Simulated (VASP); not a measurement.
# Ta2N (P-3m1) in VASP: single point with PBEsol

Aim: the single point of Ta2N with PBEsol.

All numbers are computed with VASP 6.6.1; they aren't measurements. Logs are shortened: lines on timing, memory, paths and dates and some standing lists are left out, and cuts for length are marked.

### Step 1. The cell of the first run

Symmetry: P-3m1, No. 164, trigonal system. Conventional cell: a = 3.113 Å, b = 3.113 Å, c = 4.870 Å, α = 90.00°, β = 90.00°, γ = 120.00°. Ta (site symmetry 3m) has 3 N at 2.18 Å within 2.9 Å. Within 2.9 Å of N (site symmetry -3m) lie 6 Ta at 2.18 Å.

### Step 2. Single point, PBEsol

INCAR

```
PREC = Accurate
ENCUT = 520
EDIFF = 1E-7
ISMEAR = 1
SIGMA = 0.1
LREAL = F
LASPH = T
NELM = 80
ALGO = Normal
ISIF = 2
LWAVE = F
LCHARG = F
GGA = PS
NBANDS = 20
ISYM = 0
```

KPOINTS

```
Automatic mesh
0
Gamma
  9 9 5
  0.5 0.5 0.5
```

POSCAR

```
Ta2N
1.0
    3.1128615100      0.0000000000      0.0000000000
   -1.5564307500      2.6958171400      0.0000000000
    0.0000000000      0.0000000000      4.8698410000
Ta N
2 1
Direct
    0.6666666703      0.3333333321      0.7452890002
    0.3333333283      0.6666666716      0.2547109998
    0.0000000000      0.0000000000      0.0000000000
```

Potentials or basis: VASP PAW PBE potentials, release 64 (Ta_pv, N).

Run with:

```sh
$ cat potpaw_PBE.64/Ta_pv/POTCAR potpaw_PBE.64/N/POTCAR > POTCAR
$ mpirun -np 1 vasp_std > vasp.out
```

OUTCAR:

```text
PREC = Accurate
   ENCUT = 520
   EDIFF = 1E-7
   ISMEAR = 1
   LREAL = F
   LASPH = T
   NELM = 80
   ISIF = 2
   GGA = PS
   ISYM = 0

 ion  position               nearest neighbor table
   1  0.667  0.333  0.745-   3 2.18   3 2.18   3 2.18   2 2.99   2 2.99   2 2.99   2 3.06   2 3.06
                             2 3.06
   2  0.333  0.667  0.255-   3 2.18   3 2.18   3 2.18   1 2.99   1 2.99   1 2.99   1 3.06   1 3.06
                             1 3.06
   3  0.000  0.000  0.000-   2 2.18   1 2.18   1 2.18   2 2.18   1 2.18   2 2.18

IMPORTANT INFORMATION: All symmetrisations will be switched off!
NOSYMM: (Re-)initialisation of all symmetry stuff for point group C_1.

----------------------------------------------------------------------------------------

                                     Primitive cell

  volume of cell :      40.8663

  direct lattice vectors                    reciprocal lattice vectors
     3.112861510  0.000000000  0.000000000     0.321247828  0.185472520  0.000000000
    -1.556430750  2.695817140  0.000000000     0.000000000  0.370945041  0.000000000
     0.000000000  0.000000000  4.869841000     0.000000000  0.000000000  0.205345513

  length of vectors
     3.112861510  3.112861502  4.869841000     0.370945040  0.370945041  0.205345513

  position of ions in fractional coordinates (direct lattice)
     0.666666670  0.333333332  0.745289000
     0.333333328  0.666666672  0.254711000
     0.000000000  0.000000000  0.000000000

  ion indices of the primitive-cell ions
   primitive index   ion index
                 1           1
                 2           2
                 3           3

----------------------------------------------------------------------------------------

 KPOINTS: Automatic mesh

Automatic generation of k-mesh.
 Grid dimensions read from file:
 generate k-points for:    9    9    5

 Generating k-lattice:

  Cartesian coordinates                     Fractional coordinates (reciprocal lattice)
     0.035694203  0.020608058  0.000000000     0.111111111 -0.000000000  0.000000000
     0.000000000  0.041216116  0.000000000     0.000000000  0.111111111  0.000000000
     0.000000000  0.000000000  0.041069103     0.000000000  0.000000000  0.200000000

  Length of vectors
     0.041216116  0.041216116  0.041069103

  Shift w.r.t. Gamma in fractional coordinates (k-lattice)
     0.500000000  0.500000000  0.500000000

 Subroutine IBZKPT returns following result:
 ===========================================

 Found    609 irreducible k-points:

 Following reciprocal coordinates:
            Coordinates               Weight
  0.055556  0.055556  0.100000      2.000000
 -0.055556  0.111111  0.100000      2.000000
 -0.111111  0.055556  0.100000      2.000000
 -0.055556 -0.055556  0.100000      2.000000
  0.055556 -0.111111  0.100000      2.000000
  0.111111 -0.055556  0.100000      2.000000
[... 16 lines left out ...]
  0.055556 -0.333333  0.100000      2.000000
  0.333333 -0.277778  0.100000      2.000000
 [... further k-points ...]
   k-points           NKPTS =    609   k-points in BZ     NKDIM =    609   number of bands    NBANDS=     20
   number of dos      NEDOS =    301   number of ions     NIONS =      3
   total plane-waves  NPLWV =  20736
   dimension x,y,z NGX =    24 NGY =   24 NGZ =   36
   dimension x,y,z NGXF=    48 NGYF=   48 NGZF=   72
   ions per type =               2   1
   NGX,Y,Z   is equivalent  to a cutoff of  12.82, 12.82, 12.29 a.u.
   NGXF,Y,Z  is equivalent  to a cutoff of  25.63, 25.63, 24.58 a.u.
 SYSTEM =  unknown system
   PREC   = accura    normal or accurate (medium, high low for compatibility)
   ISTART =      0    job   : 0-new  1-cont  2-samecut
   ICHARG =      2    charge: 1-file 2-atom 10-const
   ISPIN  =      1    spin polarized calculation?
   LNONCOLLINEAR =      F non collinear calculations
   LSORBIT =      F    spin-orbit coupling
   LASPH  =      T    aspherical Exc in radial PAW
   ENCUT  =  520.0 eV  38.22 Ry    6.18 a.u.   5.79  5.79  9.05*2*pi/ulx,y,z
   NELM   =     80;   NELMIN=  2; NELMDL= -5     # of ELM steps
   EDIFF  = 0.1E-06   stopping-criterion for ELM
   LREAL  =      F    real-space projection
   EDIFFG = 0.1E-05   stopping-criterion for IOM
   NSW    =      0    number of steps for IOM
   IBRION =     -1    ionic relax: 0-MD 1-quasi-New 2-CG
   NFREE  =      0    steps in history (QN), initial steepest desc. (CG)
   ISIF   =      2    stress and relaxation
   ISYM   =      0    0-nonsym 1-usesym 2-fastsym
   POTIM  = 0.5000    time-step for ionic-motion
   TEBEG  =    0.0;   TEEND  =   0.0 temperature during run
   PSTRESS=    0.0 pullay stress
   NELECT =      27.0000    total number of electrons
   NUPDOWN=      -1.0000    fix difference up-down
   EMIN   =  10.00;   EMAX   =-10.00  energy-range for DOS
   EFERMI =   0.00;   METHOD = LEGACY
   ISMEAR =     1;   SIGMA  =   0.10  broadening in eV -4-tet -1-fermi 0-gaus
   EFERMI_NEDOS =   21; number of points for ismear=-14 and -15
   IALGO  =     38    algorithm
   IMIX   =      4    mixing-type and parameters
     AMIX     =   0.40;   BMIX     =  1.00
     AMIX_MAG =   1.60;   BMIX_MAG =  1.00
  volume/ion in A,a.u.               =      13.62        91.93
  Fermi-wavevector in a.u.,A,eV,Ry     =   1.425852  2.694469 27.661374  2.033054
  Thomas-Fermi vector in A             =   2.546192
   LORBIT       =      0    0 simple, 1 ext, 2 COOP (PROOUT), +10 PAW based schemes
   GGA     = PS    functional components
   LHFCALC =     F    Hartree Fock is set to
   AEXX    =    0.0000 exact exchange contribution
   IVDW    =     0    specifies the selected vdW correction
   LEPSILON=     F    determine dielectric tensor
   LRPA    =     F    only Hartree local field effects (RPA)
 non-spin polarized calculation
 Methfessel and Paxton  Order N= 1 SIGMA  =   0.10
  energy-cutoff  :      520.00
  volume of cell :       40.87
 maximum number of plane-waves:      1112
   NGX = 11   NGY = 11   NGZ = 19

 number of electron      26.9999996 magnetization

 Free energy of the ion-electron system (eV)
  ---------------------------------------------------
  ext. energy  EPLUGINS =         0.00000000
  ---------------------------------------------------
  free energy    TOTEN  =       -36.46404787 eV

  energy without entropy =      -36.46287452  energy(sigma->0) =      -36.46365675

 E-fermi :   7.2739     XC(G=0): -12.9755

 val. band max:        7.2707320423   @ k =  -0.3889  -0.3333   0.5000
 cond. band min:       7.2853633917   @ k =  -0.0556   0.3333   0.5000
 fundamental gap:      0.0146313494
 Fermi energy:         7.2739290500

 k-point     1 :       0.0556    0.0556    0.1000
  band No.  band energies     occupation
      1     -28.2872      2.00000
      2     -27.6646      2.00000
      3     -27.6377      2.00000
      4     -27.5500      2.00000
      5     -27.5003      2.00000
      6     -27.4019      2.00000
[... 12 lines left out ...]
     19       9.3421      0.00000
     20      11.8585      0.00000

 k-point     2 :      -0.0556    0.1111    0.1000
  band No.  band energies     occupation
      1     -28.2872      2.00000
      2     -27.6646      2.00000
      3     -27.6377      2.00000
      4     -27.5500      2.00000
      5     -27.5003      2.00000
      6     -27.4019      2.00000
[... 12 lines left out ...]
     19       9.3421      0.00000
     20      11.8585      0.00000

 k-point     3 :      -0.1111    0.0556    0.1000
  band No.  band energies     occupation
      1     -28.2872      2.00000
      2     -27.6646      2.00000
      3     -27.6377      2.00000
      4     -27.5500      2.00000
      5     -27.5003      2.00000
      6     -27.4019      2.00000
[... 12 lines left out ...]
     19       9.3421      0.00000
     20      11.8585      0.00000

 k-point     4 :      -0.0556   -0.0556    0.1000
  band No.  band energies     occupation
      1     -28.2872      2.00000
      2     -27.6646      2.00000
      3     -27.6377      2.00000
      4     -27.5500      2.00000
      5     -27.5003      2.00000
      6     -27.4019      2.00000
[... 12 lines left out ...]
     19       9.3421      0.00000
     20      11.8585      0.00000

 k-point     5 :       0.0556   -0.1111    0.1000
  band No.  band energies     occupation
      1     -28.2872      2.00000
      2     -27.6646      2.00000
      3     -27.6377      2.00000
      4     -27.5500      2.00000
      5     -27.5003      2.00000
      6     -27.4019      2.00000
[... 12 lines left out ...]
     19       9.3421      0.00000
     20      11.8585      0.00000

 k-point     6 :       0.1111   -0.0556    0.1000
  band No.  band energies     occupation
      1     -28.2872      2.00000
      2     -27.6646      2.00000
      3     -27.6377      2.00000
      4     -27.5500      2.00000
      5     -27.5003      2.00000
      6     -27.4019      2.00000
[... 12 lines left out ...]
     19       9.3421      0.00000
     20      11.8585      0.00000

 k-point     7 :       0.1667    0.0556    0.1000
  band No.  band energies     occupation
      1     -28.2075      2.00000
      2     -27.8121      2.00000
      3     -27.7410      2.00000
      4     -27.6631      2.00000
      5     -27.5209      2.00000
      6     -27.4278      2.00000
[... 12 lines left out ...]
     19      10.7603      0.00000
     20      11.7075      0.00000
[... 277 lines left out ...]
 k-point    20 :      -0.0556    0.3333    0.1000
  band No.  band energies     occupation
      1     -28.1471      2.00000
      2     -27.9631      2.00000
      3     -27.8856      2.00000
      4     -27.7446      2.00000
      5     -27.5559      2.00000
      6     -27.4934      2.00000
[... 12 lines left out ...]
     19      11.2692      0.00000
     20      12.7465      0.00000

 k-point    21 :      -0.3333    0.2778    0.1000
  band No.  band energies     occupation
      1     -28.0969      2.00000
      2     -28.0183      2.00000
      3     -27.8898      2.00000
      4     -27.7488      2.00000
      5     -27.5508      2.00000
      6     -27.4859      2.00000
[... 12 lines left out ...]
     19      11.4916      0.00000
     20      12.2252      0.00000

 k-point    22 :      -0.2778   -0.0556    0.1000
  band No.  band energies     occupation
      1     -28.1471      2.00000
      2     -27.9631      2.00000
      3     -27.8856      2.00000
      4     -27.7446      2.00000
      5     -27.5559      2.00000
      6     -27.4934      2.00000
[... 12 lines left out ...]
     19      11.2692      0.00000
     20      12.7465      0.00000

 k-point    23 :       0.0556   -0.3333    0.1000
  band No.  band energies     occupation
      1     -28.0969      2.00000
      2     -28.0183      2.00000
      3     -27.8898      2.00000
      4     -27.7488      2.00000
      5     -27.5508      2.00000
      6     -27.4859      2.00000
[... 12 lines left out ...]
     19      11.4916      0.00000
     20      12.2236      0.00000

 k-point    24 :       0.3333   -0.2778    0.1000
  band No.  band energies     occupation
      1     -28.1471      2.00000
      2     -27.9631      2.00000
      3     -27.8856      2.00000
      4     -27.7446      2.00000
      5     -27.5559      2.00000
      6     -27.4934      2.00000
[... 12 lines left out ...]
     19      11.2692      0.00000
     20      12.7465      0.00000

 [... further k-points ...]

------------------------ aborting loop because EDIFF is reached ----------------------------------------

  FORCE on cell =-STRESS in cart. coord.  units (eV):
  Direction    XX          YY          ZZ          XY          YZ          ZX
  --------------------------------------------------------------------------------------
  -------------------------------------------------------------------------------------
  Total       -2.2791279     -2.2791262     -2.1405150     -0.0000001      0.0000007     -0.0000001
  in kB      -89.3540569    -89.3539872    -83.9196855     -0.0000043      0.0000280     -0.0000043
  external PRESSURE =     -87.5425765 kB  Pullay stress =       0.0000000 kB

 VOLUME and BASIS-vectors are now :
 -----------------------------------------------------------------------------
  energy-cutoff  :      520.00
  volume of cell :       40.87
      direct lattice vectors                 reciprocal lattice vectors
     3.112861510  0.000000000  0.000000000     0.321247828  0.185472520  0.000000000
    -1.556430750  2.695817140  0.000000000     0.000000000  0.370945041  0.000000000
     0.000000000  0.000000000  4.869841000     0.000000000  0.000000000  0.205345513

 POSITION                                       TOTAL-FORCE (eV/Angst)
 -----------------------------------------------------------------------------------
      1.55643      0.89861      3.62944        -0.000000     -0.000000      0.266255
     -0.00000      1.79721      1.24040         0.000000     -0.000000     -0.266254
      0.00000      0.00000      0.00000        -0.000000      0.000000     -0.000001
 -----------------------------------------------------------------------------------
    total drift:                               -0.000000      0.000000     -0.000008

  FREE ENERGIE OF THE ION-ELECTRON SYSTEM (eV)
  ---------------------------------------------------
  free  energy   TOTEN  =       -36.4640478692 eV

  energy  without entropy=      -36.4628745165  energy(sigma->0) =      -36.46365675
```

It took 6.3 min on 1 thread of AMD EPYC 7R13 (Zen 3), shared host; peak memory 0.48 GiB.

What came out:

```yaml
Free_energy: -36.4640 eV
Pressure: -8.8 GPa
Largest_force: 0.266 eV/Å
```

Forces in eV/Å, atoms in the order of the input:
```
Ta   0.000  0.000  0.266
Ta   0.000  0.000 -0.266
N    0.000  0.000  0.000
```

Stress tensor (GPa, compression positive):
```
-8.94  0.00  0.00
 0.00 -8.94  0.00
 0.00  0.00 -8.39
```

Caveat: the PAW data sets were made with another functional, which shifts forces and pressure a little; spin-orbit coupling is left out, which moves the levels of the heavy elements.
